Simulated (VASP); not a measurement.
Li4Ru:

```xyz
5
Lattice="-2.6374 2.6374 2.6374 2.6374 -2.6374 2.6374 2.6374 2.6374 -2.6374" Properties=species:S:1:pos:R:3 pbc="T T T"
Li    0.9220    0.9220    0.9220
Li   -1.7154    1.7154    1.7154
Li    1.7154    1.7154   -1.7154
Li    1.7154   -1.7154    1.7154
Ru    0.0000    0.0000    0.0000
```

```yaml
Program: VASP 6.6.1
Task: relaxation of cell and atoms
Functional: PBE
Potentials_or_basis: VASP PAW PBE potentials, release 64 (Li_sv, Ru_pv)
Cutoff: 600 eV
k_mesh: 6 × 6 × 6
Occupations: gaussian, width 0.1 eV
Spin: no spin polarisation
```

At the start: pressure 47.8 GPa; volume 14.68 Å³/atom.

**Question.** Where does the relaxation end?

**Answer.** Over 11 steps the energy falls by 2048.9 meV/atom and the volume is 19.32 Å³/atom (+31.7 %); space group Im-3m (No. 229, to 0.05 Å).

Step by step:
```csv
step,energy change (eV),largest force (eV/Å),pressure (GPa),volume (Å³)
1,0.0000,10.6260,47.80,73.38
2,-9.4229,0.3212,-5.21,130.40
3,-9.4815,0.9517,-1.19,110.87
4,-9.5751,0.6295,-3.17,118.68
5,-9.5733,0.6657,-2.94,117.63
6,-9.7650,0.6665,-2.07,111.14
7,-10.0610,0.5753,1.71,93.11
8,-10.0621,0.5436,2.49,90.59
9,-10.1900,0.2181,1.87,91.41
10,-10.2199,0.0303,1.58,92.08
11,-10.2445,0.0093,0.17,96.62
```

Final structure:
```yaml
crystal:
  lattice:
    - [-2.89070, 2.89070, 2.89070]
    - [2.89070, -2.89070, 2.89070]
    - [2.89070, 2.89070, -2.89070]
  atoms:
    - { symbol: Li, position: [0.49947, 0.49947, 0.49947] }
    - { symbol: Li, position: [0.50053, 0.00000, 0.00000] }
    - { symbol: Li, position: [0.00000, 0.00000, 0.50053] }
    - { symbol: Li, position: [0.00000, 0.50053, 0.00000] }
    - { symbol: Ru, position: [0.00000, 0.00000, 0.00000] }
```

Caveat: the cutoff is under 1.25 times the usual one of these potentials, so pressure, stress and relaxed cells hold a basis-set (Pulay) error; the volume moved by over 15 % at a fixed basis, so the end points are rough.
